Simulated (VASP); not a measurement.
# TiN (Fm-3m) in VASP: notebook, part 2 of 2

VASP 6.6.1.

### 3 Relaxation of cell and atoms, r2SCAN

This run uses another cell than the first one, of 10.23 Å³/atom, 1.079 times its volume.

Input file POSCAR:

```
TiN
1.0
    0.0000000000      2.1705303964      2.1705303964
    2.1705303964      0.0000000000      2.1705303964
    2.1705303964      2.1705303964      0.0000000000
Ti N
1 1
Direct
    0.0000000000      0.0000000000      0.0000000000
    0.5000000000      0.5000000000      0.5000000000
```

Input file INCAR.step1:

```
PREC = Accurate ; ENCUT = 600
ISMEAR = 0 ; SIGMA = 0.1
LREAL = False ; LASPH = True
NELM = 60 ; GGA = PE
ALGO = Normal ; EDIFF = 1E-4
LWAVE = True ; LCHARG = False
```

Input file INCAR.step2:

```
PREC = Accurate ; ENCUT = 600
EDIFF = 1E-6 ; ISMEAR = 0
SIGMA = 0.1 ; LREAL = False
LASPH = True ; NELM = 60
ALGO = Normal ; ISIF = 3
LWAVE = False ; LCHARG = False
METAGGA = R2SCAN ; LMIXTAU = True
IBRION = 2 ; NSW = 80
EDIFFG = -0.05 ; ISTART = 1
```

Input file KPOINTS:

```
Automatic mesh
0
Gamma
  8 8 8
```

Potentials or basis: VASP PAW PBE potentials, release 64 (Ti_sv, N).

The run is started by

```sh
$ cat potpaw_PBE.64/Ti_sv/POTCAR potpaw_PBE.64/N/POTCAR > POTCAR
$ cp INCAR.step1 INCAR
$ mpirun -np 1 vasp_std > vasp.out
$ cp INCAR.step2 INCAR
$ mpirun -np 1 vasp_std > vasp.out
```

OUTCAR:

```text
PREC = Accurate
   ENCUT = 600
   EDIFF = 1E-6
   ISMEAR = 0
   LREAL = False
   LASPH = True
   NELM = 60
   ISIF = 3
   METAGGA = R2SCAN
   IBRION = 2
   NSW = 80
   EDIFFG = -0.05
   ISTART = 1

 ion  position               nearest neighbor table
   1  0.000  0.000  0.000-   2 2.17   2 2.17   2 2.17   2 2.17   2 2.17   2 2.17
   2  0.500  0.500  0.500-   1 2.17   1 2.17   1 2.17   1 2.17   1 2.17   1 2.17

  LATTYP: Found a face centered cubic cell.
 ALAT       =     4.3410607928

  Lattice vectors:

 A1 = (   0.0000000000,   2.1705303964,   2.1705303964)
 A2 = (   2.1705303964,   0.0000000000,   2.1705303964)
 A3 = (   2.1705303964,   2.1705303964,   0.0000000000)

Analysis of symmetry for initial positions (statically):
[... 260 lines left out ...]
 cond. band min:      11.6646574682   @ k =   0.3750   0.1250   0.0000
 fundamental gap:      0.0620148081
 Fermi energy:        11.6518822251

 k-point     1 :       0.0000    0.0000    0.0000
  band No.  band energies     occupation
      1     -48.7265      2.00000
      2     -23.6658      2.00000
      3     -23.6658      2.00000
      4     -23.6658      2.00000
      5      -6.6213      2.00000
      6       9.2469      2.00000
      7       9.2469      2.00000
      8       9.2469      2.00000
      9      11.0215      2.00000
     10      11.0215      2.00000
     11      11.0215      2.00000
     12      12.2228      0.00000
[... 331 lines left out ...]
 k-point    24 :      -0.3750    0.2500    0.1250
  band No.  band energies     occupation
      1     -48.6131      2.00000
      2     -24.2133      2.00000
      3     -23.8799      2.00000
      4     -23.7744      2.00000
      5      -4.5030      2.00000
      6       4.1003      2.00000
      7       5.7684      2.00000
      8       6.0807      2.00000
      9      12.7113      0.00000
     10      13.0548      0.00000
     11      13.9370      0.00000
     12      15.9864      0.00000

 [... further k-points ...]
[... 5 lines left out ...]
  --------------------------------------------------------------------------------------
  -------------------------------------------------------------------------------------
  Total       -0.0537601     -0.0537601     -0.0537601      0.0000000      0.0000000     -0.0000000
  in kB       -4.5080730     -4.5080730     -4.5080730      0.0000000      0.0000000     -0.0000000
  external PRESSURE =      -4.5080730 kB  Pullay stress =       0.0000000 kB
[... 17 lines left out ...]
  FREE ENERGIE OF THE ION-ELECTRON SYSTEM (eV)
  ---------------------------------------------------
  free  energy   TOTEN  =       -26.0064721064 eV

  energy  without entropy=      -25.9979055921  energy(sigma->0) =      -26.00218885

 reached required accuracy - stopping structural energy minimisation
```

OSZICAR.step1:

```text
N       E                     dE             d eps       ncg     rms          rms(c)
DAV:   1     0.152503391847E+03    0.15250E+03   -0.97042E+03   696   0.182E+03
DAV:   2    -0.978687021231E+01   -0.16229E+03   -0.15655E+03   728   0.435E+02
DAV:   3    -0.239958947603E+02   -0.14209E+02   -0.13885E+02   856   0.125E+02
DAV:   4    -0.248180577102E+02   -0.82216E+00   -0.81860E+00   976   0.280E+01
DAV:   5    -0.248429196427E+02   -0.24862E-01   -0.24859E-01   888   0.446E+00    0.168E+01
DAV:   6    -0.200159178037E+02    0.48270E+01   -0.34411E+01   888   0.704E+01    0.672E+00
DAV:   7    -0.196189846805E+02    0.39693E+00   -0.41502E+00   924   0.252E+01    0.422E+00
DAV:   8    -0.196684392600E+02   -0.49455E-01   -0.12359E+00   852   0.155E+01    0.300E+00
DAV:   9    -0.195792964797E+02    0.89143E-01   -0.21588E-01   820   0.674E+00    0.131E+00
DAV:  10    -0.195688099104E+02    0.10487E-01   -0.10051E-01   796   0.455E+00    0.461E-01
DAV:  11    -0.195677574919E+02    0.10524E-02   -0.69683E-03   788   0.105E+00    0.157E-01
DAV:  12    -0.195675850384E+02    0.17245E-03   -0.10518E-03   972   0.499E-01    0.343E-02
DAV:  13    -0.195675858934E+02   -0.85505E-06   -0.74204E-05   408   0.126E-01
   1 F= -.19567586E+02 E0= -.19563229E+02  d E =-.871342E-02
```

It took 95 s on 1 thread of Intel Xeon 6975P-C (Granite Rapids), shared host; peak memory 0.18 GiB.

What came out:

* Free energy: -26.0065 eV
* Relaxed volume: 9.55 Å³/atom
* Relaxed cell: a = 3.001 Å, b = 3.001 Å, c = 3.001 Å, α = 60.00°, β = 60.00°, γ = 60.00°
* Space group after relaxing (to 0.05 Å): Fm-3m (No. 225)
* Energy gained by relaxing: 40.4 meV/atom
* Ionic steps: 3
* Pressure after relaxing: -0.5 GPa

Step by step:
```
step  energy change (eV)  largest force (eV/Å)  pressure (GPa)  volume (Å³)
   1              0.0000                0.0000          -17.67        20.45
   2              0.0992                0.0000           35.24        17.29
   3             -0.0807                0.0000           -0.45        19.11
```

Final structure:
```
Ti N
1.0
     0.00000    2.12186    2.12186
     2.12186    0.00000    2.12186
     2.12186    2.12186    0.00000
Ti N
1 1
Direct
  0.00000 0.00000 0.00000
  0.50000 0.50000 0.50000
```

Caveat: the PAW data sets were made with another functional, which shifts forces and pressure a little.

### 4 Single point, r2SCAN

Input file POSCAR:

```
TiN
1.0
    0.0000000000      2.1162032558      2.1162032558
    2.1162032558      0.0000000000      2.1162032558
    2.1162032558      2.1162032558      0.0000000000
Ti N
1 1
Direct
    0.0000000000      0.0000000000      0.0000000000
    0.5000000000      0.5000000000      0.5000000000
```

Input file INCAR.step1:

```
SYSTEM = TiN
PREC = Accurate
ENCUT = 520
ISMEAR = 0
SIGMA = 0.1
LREAL = .False.
LASPH = .True.
NELM = 100
NBANDS = 16
GGA = PE
ALGO = Normal
EDIFF = 1E-4
LWAVE = .True.
LCHARG = .False.
```

Input file INCAR.step2:

```
SYSTEM = TiN
PREC = Accurate
ENCUT = 520
EDIFF = 1E-6
ISMEAR = 0
SIGMA = 0.1
LREAL = .False.
LASPH = .True.
NELM = 100
ALGO = Normal
ISIF = 2
LWAVE = .False.
LCHARG = .False.
METAGGA = R2SCAN
LMIXTAU = .True.
NBANDS = 16
ISTART = 1
```

Input file KPOINTS:

```
Automatic mesh
0
Gamma
  8 8 8
  0 0 0
```

The run is started by

```sh
$ cat potpaw_PBE.64/Ti_sv/POTCAR potpaw_PBE.64/N/POTCAR > POTCAR
$ cp INCAR.step1 INCAR
$ mpirun -np 1 vasp_std > vasp.out
$ cp INCAR.step2 INCAR
$ mpirun -np 1 vasp_std > vasp.out
```

Run time: 16 s. Hardware: 1 thread of Intel Xeon 6975P-C (Granite Rapids), shared host; peak memory 0.14 GiB.

Results (log left out):

- Free energy: -26.0037 eV
- Pressure: 1.8 GPa

Levels at points of the mesh, in eV from the Fermi level:
| k point | band 7 | band 8 | band 9 | band 10 | band 11 | band 12 |
| --- | --- | --- | --- | --- | --- | --- |
| (0.00, 0.00, 0.00) | -2.42 | -2.42 | -0.64 | -0.64 | -0.64 | 0.58 |
| (0.50, 0.00, 0.00) | -5.97 | -5.97 | 1.74 | 1.74 | 2.44 | 5.97 |
| (0.50, 0.50, 0.00) | -3.65 | -3.65 | -3.14 | 1.67 | 2.45 | 2.45 |

Caveat: the PAW data sets were made with another functional, which shifts forces and pressure a little.
